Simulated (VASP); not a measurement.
Wanted: the native input for a VASP 6.6.1 run.

```
Task                   : single point
Functional             : PBEsol
Potentials or basis    : VASP PAW PBE potentials, release 64 (Ta_pv, C, H)
Cutoff                 : 520 eV
k mesh                 : 5 × 5 × 5
Occupations            : gaussian, width 0.1 eV
Spin                   : no spin polarisation
Dipole correction      : no
Further INCAR settings : ALGO = Normal; EDIFF = 1e-07; NBANDS = 64
```

The structure of Ta8HC4 (a cell with a defect) lies in POSCAR:

```
Ta8HC4
1.0
    1.5476503499     -2.6806090383      4.9210802891
    1.5476503499     -2.6806090383     -4.9210802891
    3.0953006998      5.3612180767      0.0000000000
Ta C H
8 4 1
Direct
    0.4567486969      0.2063620079      0.1679915899
    0.9615814635      0.7155901508      0.1699336560
    0.4597280257      0.2070875632      0.6674842999
    0.9591249585      0.7057568103      0.6645180379
    0.0396030678      0.2922480008      0.3325171534
    0.5412424106      0.7946125908      0.3354855119
    0.0456517833      0.2916498018      0.8300667150
    0.5383681911      0.7887579282      0.8320089216
    0.4996340432      0.4996356688      0.5000008176
   -0.0011188396      0.9988819144      0.5000010591
    0.5008929752      0.5002703477      0.0020871100
   -0.0018166491      0.9988087646     -0.0020864520
   -0.1662684976      0.3337030239      0.0000461657
```

One way to write it, as run:

INCAR

```
ALGO = Normal ; EDIFF = 1E-7
ENCUT = 520 ; GGA = PS
ISIF = 2 ; ISMEAR = 0
LASPH = T ; LCHARG = F
LREAL = F ; LWAVE = F
NBANDS = 64 ; NELM = 80
PREC = Accurate ; SIGMA = 0.1
```

KPOINTS

```
k-points
0
Gamma
  5 5 5
```

Potentials or basis: VASP PAW PBE potentials, release 64 (Ta_pv, C, H).

Launch:

```sh
$ cat potpaw_PBE.64/Ta_pv/POTCAR potpaw_PBE.64/C/POTCAR potpaw_PBE.64/H/POTCAR > POTCAR
$ mpirun -np 1 vasp_std > vasp.out
```

Results of the run:

```
Pressure               : 3.1 GPa
Largest force          : 0.921 eV/Å
Band gap on the k mesh : zero (an odd number of electrons rules out a gap without spin polarisation)
```

Caveat: the PAW data sets were made with another functional, which shifts forces and pressure a little; spin-orbit coupling is left out, which moves the levels of the heavy elements.

Wall time 7.4 min on 1 thread of Intel(R) Xeon(R) 6975P-C (Granite Rapids), with other jobs on the host, peak memory 0.64 GiB.
